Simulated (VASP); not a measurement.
# Al2O3 (Pnnm) in VASP: a series of runs

Al2O3 is run at these levels: PBE, PBEsol; tasks: single point.

Everything below comes from runs of VASP 6.6.1. Logs are shortened: lines on timing, memory, paths and dates and some standing lists are left out, and cuts for length are marked.

### Step 1. The cell of the first run

It takes space group Pnnm (No. 58, orthorhombic). Conventional cell: a = 4.627 Å, b = 9.609 Å, c = 2.996 Å, α = 90.00°, β = 90.00°, γ = 90.00°. Within 2.2 Å of Al (site symmetry m) lie 4 O at 1.67 to 1.80 Å. Within 2.4 Å of O (site symmetry m) lie 3 Al at 1.79 to 1.80 Å. Within 2.2 Å of O (site symmetry 2/m) lie 2 Al at 1.67 Å.

### Step 2. Single point, PBE

Contents of INCAR:

```
SYSTEM = Al2O3
PREC = Accurate
ENCUT = 520
EDIFF = 1E-6
ISMEAR = -1
SIGMA = 0.02
LREAL = .FALSE.
LASPH = .TRUE.
NELM = 100
ALGO = Normal
ISIF = 2
LWAVE = .FALSE.
LCHARG = .FALSE.
GGA = PE
NBANDS = 35
```

Contents of KPOINTS:

```
Automatic mesh
0
G
  6 4 8
  0 0 0
```

Contents of POSCAR:

```
Al2O3
1.0
    4.6274584758      0.0000000000      0.0000000000
    0.0000000000      9.6088475858      0.0000000000
    0.0000000000      0.0000000000      2.9956036854
Al O
4 6
Direct
    0.4147990343      0.3308084455      0.5000000000
    0.5852009657      0.6691915545      0.5000000000
   -0.0852009657      0.1691915545      0.0000000000
    1.0852009657      0.8308084455      0.0000000000
    0.7324239690      0.2225433119      0.5000000000
    0.0000000000      0.0000000000      0.0000000000
    0.7675760310      0.7225433119      0.0000000000
    0.2324239690      0.2774566881      0.0000000000
    0.2675760310      0.7774566881      0.5000000000
    0.5000000000      0.5000000000      0.5000000000
```

Potentials or basis: VASP PAW PBE potentials, release 64 (Al, O).

Launch:

```sh
> cat potpaw_PBE.64/Al/POTCAR potpaw_PBE.64/O/POTCAR > POTCAR
> mpirun -np 1 vasp_std > vasp.out
```

OUTCAR:

```text
SYSTEM = Al2O3
   PREC = Accurate
   ENCUT = 520
   EDIFF = 1E-6
   ISMEAR = -1
   LREAL = .FALSE.
   LASPH = .TRUE.
   NELM = 100
   ISIF = 2
   GGA = PE

 ion  position               nearest neighbor table
   1  0.415  0.331  0.500-  10 1.67   8 1.79   8 1.79   5 1.80   3 3.16   3 3.16   3 3.16   3 3.16
                             2 3.35
   2  0.585  0.669  0.500-  10 1.67   7 1.79   7 1.79   9 1.80   4 3.16   4 3.16   4 3.16   4 3.16
                             1 3.35
   3  0.915  0.169  0.000-   6 1.67   5 1.79   5 1.79   8 1.80   1 3.16   1 3.16   1 3.16   1 3.16
                             4 3.35
   4  0.085  0.831  0.000-   6 1.67   9 1.79   9 1.79   7 1.80   2 3.16   2 3.16   2 3.16   2 3.16
                             3 3.35
   5  0.732  0.223  0.500-   3 1.79   3 1.79   1 1.80
   6  0.000  0.000  0.000-   3 1.67   4 1.67
   7  0.768  0.723  0.000-   2 1.79   2 1.79   4 1.80
   8  0.232  0.277  0.000-   1 1.79   1 1.79   3 1.80
   9  0.268  0.777  0.500-   4 1.79   4 1.79   2 1.80
  10  0.500  0.500  0.500-   1 1.67   2 1.67

  LATTYP: Found a simple orthorhombic cell.
 ALAT       =     2.9956036854
 B/A-ratio  =     1.5447498941
 C/A-ratio  =     3.2076498078

  Lattice vectors:

 A1 = (   0.0000000000,   0.0000000000,   2.9956036854)
 A2 = (   4.6274584758,   0.0000000000,   0.0000000000)
 A3 = (   0.0000000000,   9.6088475858,   0.0000000000)

Analysis of symmetry for initial positions (statically):
=====================================================================
 Subroutine PRICEL returns:
 Original cell was already a primitive cell.

 Routine SETGRP: Setting up the symmetry group for a
 simple orthorhombic supercell.

 Subroutine GETGRP returns: Found  8 space group operations
 (whereof  4 operations were pure point group operations)
 out of a pool of  8 trial point group operations.

The static configuration has the point symmetry C_2h.
 The point group associated with its full space group is D_2h.

Analysis of symmetry for dynamics (positions and initial velocities):
=====================================================================
 Subroutine PRICEL returns:
 Original cell was already a primitive cell.

 Routine SETGRP: Setting up the symmetry group for a
 simple orthorhombic supercell.

 Subroutine GETGRP returns: Found  8 space group operations
 (whereof  4 operations were pure point group operations)
 out of a pool of  8 trial point group operations.

The dynamic configuration has the point symmetry C_2h.
[... 125 lines left out ...]
   TEBEG  =    0.0;   TEEND  =   0.0 temperature during run
   PSTRESS=    0.0 pullay stress
   NELECT =      48.0000    total number of electrons
   NUPDOWN=      -1.0000    fix difference up-down
   EMIN   =  10.00;   EMAX   =-10.00  energy-range for DOS
   EFERMI =   0.00;   METHOD = LEGACY
   ISMEAR =    -1;   SIGMA  =   0.02  broadening in eV -4-tet -1-fermi 0-gaus
   EFERMI_NEDOS =   21; number of points for ismear=-14 and -15
   IALGO  =     38    algorithm
   IMIX   =      4    mixing-type and parameters
     AMIX     =   0.40;   BMIX     =  1.00
     AMIX_MAG =   1.60;   BMIX_MAG =  1.00
  volume/ion in A,a.u.               =      13.32        89.89
  Fermi-wavevector in a.u.,A,eV,Ry     =   1.164991  2.201513 18.465877  1.357204
  Thomas-Fermi vector in A             =   2.301522
   LORBIT       =      0    0 simple, 1 ext, 2 COOP (PROOUT), +10 PAW based schemes
   GGA     = PE    functional components
   LHFCALC =     F    Hartree Fock is set to
   AEXX    =    0.0000 exact exchange contribution
   IVDW    =     0    specifies the selected vdW correction
   LEPSILON=     F    determine dielectric tensor
   LRPA    =     F    only Hartree local field effects (RPA)
 non-spin polarized calculation
  energy-cutoff  :      520.00
  volume of cell :      133.20
 maximum number of plane-waves:      3612
 NGX is ok and might be reduce to    36
   NGX = 17   NGY = 35   NGZ = 11

 number of electron      47.9999974 magnetization

 Free energy of the ion-electron system (eV)
  ---------------------------------------------------
  ext. energy  EPLUGINS =         0.00000000
  ---------------------------------------------------
  free energy    TOTEN  =       -73.98402867 eV

  energy without entropy =      -73.98402867  energy(sigma->0) =      -73.98402867

 E-fermi :   2.7432     XC(G=0):  -8.9114

 val. band max:        2.2579450570   @ k =   0.0000   0.0000   0.0000
 cond. band min:       5.8043695152   @ k =   0.0000   0.0000   0.0000
 fundamental gap:      3.5464244582
 Fermi energy:         2.7431676562

 k-point     1 :       0.0000    0.0000    0.0000
  band No.  band energies     occupation
      1     -16.9572      2.00000
      2     -16.8787      2.00000
      3     -15.7168      2.00000
      4     -15.6983      2.00000
      5     -14.3087      2.00000
      6     -14.1707      2.00000
[... 901 lines left out ...]
     34      13.1165      0.00000
     35      13.4164      0.00000

 [... further k-points ...]

------------------------ aborting loop because EDIFF is reached ----------------------------------------

  FORCE on cell =-STRESS in cart. coord.  units (eV):
  Direction    XX          YY          ZZ          XY          YZ          ZX
  --------------------------------------------------------------------------------------
  -------------------------------------------------------------------------------------
  Total        3.0781981      3.9823298      3.5296870     -0.0000000      0.0000000      0.0000000
  in kB       37.0261842     47.9015556     42.4569303     -0.0000000      0.0000000      0.0000000
  external PRESSURE =      42.4615567 kB  Pullay stress =       0.0000000 kB

 VOLUME and BASIS-vectors are now :
 -----------------------------------------------------------------------------
  energy-cutoff  :      520.00
  volume of cell :      133.20
      direct lattice vectors                 reciprocal lattice vectors
     4.627458476  0.000000000  0.000000000     0.216101345  0.000000000  0.000000000
     0.000000000  9.608847586  0.000000000     0.000000000  0.104070753  0.000000000
     0.000000000  0.000000000  2.995603685     0.000000000  0.000000000  0.333822530

 POSITION                                       TOTAL-FORCE (eV/Angst)
 -----------------------------------------------------------------------------------
      1.91947      3.17869      1.49780        -0.039436     -0.035704      0.000000
      2.70799      6.43016      1.49780         0.039436      0.035704      0.000000
      4.23319      1.62574      0.00000        -0.039436      0.035704     -0.000000
      0.39426      7.98311      0.00000         0.039436     -0.035704      0.000000
      3.38926      2.13838      1.49780        -0.039419     -0.001993      0.000000
      0.00000      0.00000      0.00000         0.000000     -0.000000      0.000000
      3.55193      6.94281      0.00000         0.039419     -0.001993     -0.000000
      1.07553      2.66604      0.00000        -0.039419      0.001993      0.000000
      1.23820      7.47046      1.49780         0.039419      0.001993      0.000000
      2.31373      4.80442      1.49780         0.000000     -0.000000      0.000000
 -----------------------------------------------------------------------------------
    total drift:                                0.000000     -0.000000     -0.000000

  FREE ENERGIE OF THE ION-ELECTRON SYSTEM (eV)
  ---------------------------------------------------
  free  energy   TOTEN  =       -73.9840286689 eV

  energy  without entropy=      -73.9840286689  energy(sigma->0) =      -73.98402867
```

OSZICAR:

```text
N       E                     dE             d eps       ncg     rms          rms(c)
DAV:   1     0.251132534301E+03    0.25113E+03   -0.23422E+04  4200   0.124E+03
DAV:   2    -0.660396831340E+02   -0.31717E+03   -0.30367E+03  5512   0.273E+02
DAV:   3    -0.858390776298E+02   -0.19799E+02   -0.19696E+02  5295   0.724E+01
DAV:   4    -0.860555299599E+02   -0.21645E+00   -0.21629E+00  5133   0.855E+00
DAV:   5    -0.860588473181E+02   -0.33174E-02   -0.33166E-02  5260   0.105E+00    0.206E+01
DAV:   6    -0.740357830809E+02    0.12023E+02   -0.45438E+01  4795   0.345E+01    0.743E+00
DAV:   7    -0.740013171612E+02    0.34466E-01   -0.96520E-01  4840   0.502E+00    0.398E+00
DAV:   8    -0.739667930082E+02    0.34524E-01   -0.10609E-01  5211   0.242E+00    0.120E+00
DAV:   9    -0.739787406703E+02   -0.11948E-01   -0.38242E-02  4778   0.136E+00    0.289E-01
DAV:  10    -0.739821507545E+02   -0.34101E-02   -0.42522E-03  4842   0.336E-01    0.201E-01
DAV:  11    -0.739839819419E+02   -0.18312E-02   -0.21787E-03  4527   0.292E-01    0.592E-02
DAV:  12    -0.739839927152E+02   -0.10773E-04   -0.32296E-04  5168   0.112E-01    0.176E-02
DAV:  13    -0.739840247407E+02   -0.32025E-04   -0.92928E-05  4550   0.548E-02    0.126E-02
DAV:  14    -0.739840284274E+02   -0.36867E-05   -0.17283E-05  4724   0.252E-02    0.135E-03
DAV:  15    -0.739840286689E+02   -0.24146E-06   -0.64942E-07  3802   0.488E-03
   1 F= -.73984029E+02 E0= -.73984029E+02  d E =-.254325E-11
```

It took 85 s on 1 thread of Intel Xeon 6975P-C (Granite Rapids), shared host; peak memory 0.36 GiB.

What came out:

* Free energy: -73.9840 eV
* Pressure: 4.2 GPa
* Largest force: 0.053 eV/Å
* Band gap on the k mesh: 3.55 eV, direct

Forces in eV/Å, atoms in the order of the input:
```
Al  -0.039 -0.036  0.000
Al   0.039  0.036  0.000
Al  -0.039  0.036  0.000
Al   0.039 -0.036  0.000
O   -0.039 -0.002  0.000
O    0.000  0.000  0.000
O    0.039 -0.002  0.000
O   -0.039  0.002  0.000
O    0.039  0.002  0.000
O    0.000  0.000  0.000
```

Levels at points of the mesh, in eV from the valence-band top:
| k point | band 20 | band 21 | band 22 | band 23 | band 24 | band 25 | band 26 | band 27 | band 28 | band 29 |
| --- | --- | --- | --- | --- | --- | --- | --- | --- | --- | --- |
| (0.00, 0.00, 0.00) | -1.76 | -1.32 | -0.56 | -0.06 | 0.00 | 3.55 | 5.27 | 6.39 | 6.51 | 6.99 |
| (0.50, 0.00, 0.00) | -2.51 | -1.05 | -1.05 | -0.02 | -0.02 | 6.00 | 6.00 | 6.72 | 6.72 | 7.63 |
| (0.00, 0.50, 0.00) | -1.96 | -0.89 | -0.89 | -0.03 | -0.03 | 4.24 | 4.24 | 6.67 | 6.67 | 7.55 |
| (0.50, 0.50, 0.00) | -2.82 | -0.97 | -0.97 | -0.02 | -0.02 | 5.97 | 5.97 | 6.51 | 6.51 | 8.35 |
| (0.00, 0.00, 0.50) | -2.50 | -1.51 | -1.51 | -0.73 | -0.73 | 7.03 | 7.03 | 7.58 | 7.58 | 8.29 |
| (0.50, 0.00, 0.50) | -2.23 | -1.62 | -1.62 | -0.76 | -0.76 | 7.00 | 7.00 | 8.43 | 8.43 | 8.57 |
| (0.00, 0.50, 0.50) | -2.48 | -1.63 | -1.63 | -0.64 | -0.64 | 6.88 | 6.88 | 7.94 | 7.94 | 8.07 |
| (0.50, 0.50, 0.50) | -2.13 | -1.61 | -1.61 | -0.83 | -0.83 | 7.19 | 7.19 | 8.25 | 8.25 | 8.37 |

### Step 3. Single point, PBEsol

This run uses another cell than the first one, of 13.54 Å³/atom, 1.017 times its volume.

Contents of INCAR:

```
SYSTEM = Al2O3
ALGO     = Normal         ! electronic algorithm
EDIFF    = 1E-7           ! SCF threshold, eV
ENCUT    = 520            ! plane-wave cutoff, eV
GGA      = PS             ! functional
ISIF     = 2              ! what is computed and relaxed
ISMEAR   = -1             ! smearing method
LASPH    = .TRUE.         ! aspherical terms in the spheres
LCHARG   = .TRUE.         ! write CHGCAR
LELF     = .TRUE.         ! ELF
LREAL    = .FALSE.        ! projectors in reciprocal space
LVHAR    = .TRUE.       
LWAVE    = .FALSE.        ! write WAVECAR
NBANDS   = 35             ! bands
NELM     = 60             ! most SCF steps
PREC     = Accurate       ! precision mode
SIGMA    = 0.02           ! smearing width, eV
```

Contents of KPOINTS:

```
k-points
0
G
  6 4 8
  0 0 0
```

Contents of POSCAR:

```
Al2O3
1.0
    4.6679090084      0.0000000000      0.0000000000
    0.0000000000      9.6606554414      0.0000000000
    0.0000000000      0.0000000000      3.0027672103
Al O
4 6
Direct
    0.4260176803      0.3300357616      0.5000000000
    0.5739823197      0.6699642384      0.5000000000
   -0.0739823197      0.1699642384      0.0000000000
    1.0739823197      0.8300357616      0.0000000000
    0.7471191812      0.2257072867      0.5000000000
    0.0000000000      0.0000000000      0.0000000000
    0.7528808188      0.7257072867      0.0000000000
    0.2471191812      0.2742927133      0.0000000000
    0.2528808188      0.7742927133      0.5000000000
    0.5000000000      0.5000000000      0.5000000000
```

Potentials or basis: VASP PAW PBE potentials, release 64 (Al, O).

Launch:

```sh
> cat potpaw_PBE.64/Al/POTCAR potpaw_PBE.64/O/POTCAR > POTCAR
> mpirun -np 1 vasp_std > vasp.out
```

Run time: 94 s. Hardware: 1 thread of Intel Xeon 6975P-C (Granite Rapids), shared host; peak memory 0.36 GiB.

The run converged. Its results:

```yaml
Free_energy: -76.9807 eV
Pressure: 0.2 GPa
Largest_force: 0.050 eV/Å
Band_gap_on_the_k_mesh: 3.40 eV, direct
```

Forces in eV/Å, atoms in the order of the input:
```
Al  -0.010 -0.049  0.000
Al   0.010  0.049  0.000
Al  -0.010  0.049  0.000
Al   0.010 -0.049  0.000
O   -0.005  0.005  0.000
O    0.000  0.000  0.000
O    0.005  0.005  0.000
O   -0.005 -0.005  0.000
O    0.005 -0.005  0.000
O    0.000  0.000  0.000
```

Stress tensor (GPa, compression positive):
```
0.03 0.00 0.00
0.00 0.53 0.00
0.00 0.00 0.07
```

Levels at points of the mesh, in eV from the valence-band top:
```
           k point  band 21  band 22  band 23  band 24  band 25  band 26  band 27  band 28
(0.00, 0.00, 0.00)    -1.33    -0.55    -0.06     0.00     3.40     5.07     6.28     6.39
(0.50, 0.00, 0.00)    -1.06    -1.06    -0.02    -0.02     5.83     5.83     6.52     6.52
(0.00, 0.50, 0.00)    -0.88    -0.88    -0.03    -0.03     4.09     4.09     6.52     6.52
(0.50, 0.50, 0.00)    -0.97    -0.97    -0.02    -0.02     5.77     5.77     6.37     6.37
(0.00, 0.00, 0.50)    -1.51    -1.51    -0.75    -0.75     6.89     6.89     7.50     7.50
(0.50, 0.00, 0.50)    -1.61    -1.61    -0.76    -0.76     6.74     6.74     8.20     8.20
(0.00, 0.50, 0.50)    -1.63    -1.63    -0.65    -0.65     6.76     6.76     7.79     7.79
(0.50, 0.50, 0.50)    -1.59    -1.59    -0.83    -0.83     6.93     6.93     8.00     8.00
```

Caveat: the PAW data sets were made with another functional, which shifts forces and pressure a little.

### Step 4. Single point, PBE

This run uses another cell than the first one, of 13.84 Å³/atom, 1.039 times its volume.

Contents of INCAR:

```
ALGO     = Normal         # electronic algorithm
EDIFF    = 1E-7           # SCF threshold, eV
ENCUT    = 520            # plane-wave cutoff, eV
GGA      = PE             # functional
ISIF     = 2              # what is computed and relaxed
ISMEAR   = -1             # smearing method
LASPH    = True           # aspherical terms in the spheres
LCHARG   = False          # write CHGCAR
LREAL    = False          # projectors in reciprocal space
LWAVE    = False          # write WAVECAR
NBANDS   = 35             # bands
NELM     = 60             # most SCF steps
PREC     = Accurate       # precision mode
SIGMA    = 0.02           # smearing width, eV
```

Contents of KPOINTS:

```
k-points
0
Gamma
  6 4 8
```

Contents of POSCAR:

```
Al2O3
1.0
    4.7121766355      0.0000000000      0.0000000000
    0.0000000000      9.7035372008      0.0000000000
    0.0000000000      0.0000000000      3.0257116770
Al O
4 6
Direct
    0.4317423582      0.3295573562      0.5000000000
    0.5682576418      0.6704426438      0.5000000000
   -0.0682576418      0.1704426438      0.0000000000
    1.0682576418      0.8295573562      0.0000000000
    0.7545470444      0.2269610282      0.5000000000
    0.0000000000      0.0000000000      0.0000000000
    0.7454529556      0.7269610282      0.0000000000
    0.2545470444      0.2730389718      0.0000000000
    0.2454529556      0.7730389718      0.5000000000
    0.5000000000      0.5000000000      0.5000000000
```

Launch:

```sh
> cat potpaw_PBE.64/Al/POTCAR potpaw_PBE.64/O/POTCAR > POTCAR
> mpirun -np 1 vasp_std > vasp.out
```

Run time: 96 s. Hardware: 1 thread of Intel Xeon 6975P-C (Granite Rapids), shared host; peak memory 0.36 GiB.

Results (log left out):

* Free energy: -74.0419 eV
* Pressure: 0.0 GPa
* Largest force: 0.022 eV/Å
* Band gap on the k mesh: 3.40 eV, direct

Forces in eV/Å, atoms in the order of the input:
```
Al  -0.001 -0.022  0.000
Al   0.001  0.022  0.000
Al  -0.001  0.022  0.000
Al   0.001 -0.022  0.000
O   -0.003  0.003  0.000
O    0.000  0.000  0.000
O    0.003  0.003  0.000
O   -0.003 -0.003  0.000
O    0.003 -0.003  0.000
O    0.000  0.000  0.000
```

Stress tensor (GPa, compression positive):
```
-0.10  0.00  0.00
 0.00  0.12  0.00
 0.00  0.00 -0.15
```

Levels at points of the mesh, in eV from the valence-band top:
```tsv
k point	band 22	band 23	band 24	band 25	band 26	band 27
(0.00, 0.00, 0.00)	-0.52	-0.06	0.00	3.40	5.02	6.37
(0.50, 0.00, 0.00)	-1.02	-0.02	-0.02	5.81	5.81	6.50
(0.00, 0.50, 0.00)	-0.84	-0.03	-0.03	4.07	4.07	6.60
(0.50, 0.50, 0.00)	-0.93	-0.02	-0.02	5.76	5.76	6.36
(0.00, 0.00, 0.50)	-1.44	-0.72	-0.72	7.03	7.03	7.62
(0.50, 0.00, 0.50)	-1.53	-0.72	-0.72	6.83	6.83	8.23
(0.00, 0.50, 0.50)	-1.55	-0.63	-0.63	6.92	6.92	7.87
(0.50, 0.50, 0.50)	-1.51	-0.80	-0.80	7.04	7.04	8.01
```

### Step 5. Summary

```csv
level,cell,gap on the mesh (eV),pressure (GPa),largest force (eV/Å)
PBE,"a = 4.627, b = 9.609, c = 2.996 Å, 10 atoms",3.55,4.2,0.05
PBEsol,"a = 4.668, b = 9.661, c = 3.003 Å, 10 atoms",3.40,0.2,0.05
PBE,"a = 4.712, b = 9.704, c = 3.026 Å, 10 atoms",3.40,0.0,0.02
```

Alike in all rows: task single point; potentials or basis VASP PAW PBE potentials, release 64 (Al, O); no spin polarisation; k mesh 6 × 4 × 8; cutoff (eV) 520; smearing fermi-dirac 0.02 eV.

Caveats: the PAW data sets were made with another functional, which shifts forces and pressure a little (some runs).

Absolute energies hang on the potentials; compare differences alone.
